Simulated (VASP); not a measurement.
A run of VASP 6.6.1 is set up as follows.

The input INCAR:

```
SYSTEM = As
ALGO     = Normal         ! electronic algorithm
EDIFF    = 1E-7           ! SCF threshold, eV
EDIFFG   = -0.04          ! ionic threshold
ENCUT    = 600            ! plane-wave cutoff, eV
GGA      = PE             ! functional
IBRION   = 2              ! ionic algorithm
ISIF     = 3              ! what is computed and relaxed
ISMEAR   = 0              ! smearing method
LASPH    = .True.         ! aspherical terms in the spheres
LCHARG   = .False.        ! write CHGCAR
LREAL    = .False.        ! projectors in reciprocal space
LWAVE    = .False.        ! write WAVECAR
NELM     = 100            ! most SCF steps
NSW      = 90             ! ionic steps
PREC     = Accurate       ! precision mode
SIGMA    = 0.1            ! smearing width, eV
```

KPOINTS

```
k-points
0
Gamma
  4 4 4
  0 0 0
```

The input POSCAR:

```
As
1.0
   -2.7483155000      2.7483155000      2.7483155000
    2.7483155000     -2.7483155000      2.7483155000
    2.7483155000      2.7483155000     -2.7483155000
As
4
Direct
    0.1433936700      0.1433936700      0.1433936700
    0.5000000000      0.0000000000      0.3566063300
    0.0000000000      0.3566063300      0.5000000000
    0.3566063300      0.5000000000      0.0000000000
```

Potentials or basis: VASP PAW PBE potentials, release 64 (As).

The run is started by

```console
$ cat potpaw_PBE.64/As/POTCAR > POTCAR
$ mpirun -np 1 vasp_std > vasp.out
```

Predict the band gap on the k mesh.

1.40 eV (least direct gap 1.56 eV).

Predict the space group after relaxing (to 0.1 Å).

I2_13 (No. 199).

Estimate the relaxed cell.

a = 5.011 Å, b = 5.011 Å, c = 5.011 Å, α = 109.47°, β = 109.47°, γ = 109.47°.

Predict the relaxed volume.

24.22 Å³/atom.

Final structure:
```
As
1.0
    -2.89317    2.89317    2.89317
     2.89317   -2.89317    2.89317
     2.89317    2.89317   -2.89317
As
4
Direct
  0.06971 0.06971 0.06971
  0.50000 0.00000 0.43029
  0.00000 0.43029 0.50000
  0.43029 0.50000 0.00000
```

Caveat: the volume moved by over 15 % at a fixed basis, so the end points are rough. A k mesh can miss the band edges.
